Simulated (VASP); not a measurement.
The system is InAs.

```
In As
1.0
     0.00000    3.05356    3.05356
     3.05356    0.00000    3.05356
     3.05356    3.05356    0.00000
In As
1 1
Direct
  0.00000 0.00000 0.00000
  0.25000 0.25000 0.25000
```

| Quantity | Value |
| --- | --- |
| Program | VASP 6.6.1 |
| Task | relaxation of cell and atoms |
| Functional | PBE |
| Potentials or basis | VASP PAW PBE potentials, release 64 (In_d, As) |
| Cutoff | 500 eV |
| k mesh | 12 × 12 × 12 |
| Occupations | gaussian, width 0.1 eV |
| Spin | no spin polarisation |

At the start: pressure 2.1 GPa; volume 28.47 Å³/atom.

**Question.** Where does the relaxation end?

**Answer.** Over 5 steps the energy falls by 7.3 meV/atom and the volume is 29.63 Å³/atom (+4.1 %); space group F-43m (No. 216, to 0.1 Å) before and after.

The path:
| step | energy change (eV) | largest force (eV/Å) | pressure (GPa) | volume (Å³) |
| --- | --- | --- | --- | --- |
| 1 | 0.0000 | 0.0000 | 2.12 | 56.94 |
| 2 | -0.0129 | 0.0000 | -0.67 | 60.11 |
| 3 | -0.0147 | 0.0000 | 0.01 | 59.25 |
| 4 | -0.0147 | 0.0000 | -0.03 | 59.30 |
| 5 | -0.0147 | 0.0000 | 0.00 | 59.25 |

Final structure:
```
In As
1.0
     0.00000    3.09428    3.09428
     3.09428    0.00000    3.09428
     3.09428    3.09428    0.00000
In As
1 1
Cartesian
  3.0943 0.0000 3.0943
  1.5471 1.5471 1.5471
```
